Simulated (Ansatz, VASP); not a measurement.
ScRe: VASP beside Ansatz

```xyz
4
Lattice="4.6067 0.0000 0.0000 0.0000 3.3626 0.0000 0.0000 0.0000 4.5585" Properties=species:S:1:pos:R:3 pbc="T T T"
Sc    3.4550    0.0000    3.2413
Sc    1.1517    0.0000    1.3172
Re    3.4550    1.6813    0.8181
Re    1.1517    1.6813    3.7403
```

Alike in both runs: functional PBE; k mesh 10 × 14 × 10; occupations gaussian, width 0.1 eV; no spin polarisation.

Ansatz relaxed the structure, and its values are those at the end. VASP's run is a single point on that final structure, the one shown.

|  | VASP | Ansatz |
| --- | --- | --- |
| version | VASP 6.6.1 | Ansatz 0.2.0 |
| potentials or method | VASP PAW PBE potentials, release 64 (Sc_sv, Re), cutoff 520 eV | scalar-relativistic, plane waves, PAW |
| valence electrons in the cell | 36 | 52 |

|  | VASP | Ansatz | Ansatz less VASP |
| --- | --- | --- | --- |
| gap on the k mesh at the Fermi level (eV) | none | none | - |
| pressure (GPa) | 0.1 | 0.0 | -0.06 |
| rms of the force components (eV/Å) | 0.003 | 0.001 | -0.0027 |

A gap of «none» marks a metal or a gap that the smearing closes. With one functional, cell and mesh, what is left measures potentials, basis and numerics. VASP's potentials hold 36 valence electrons a cell and Ansatz's 52, so a difference there can come from the potentials and not from the codes.

Spin-orbit coupling is off throughout.
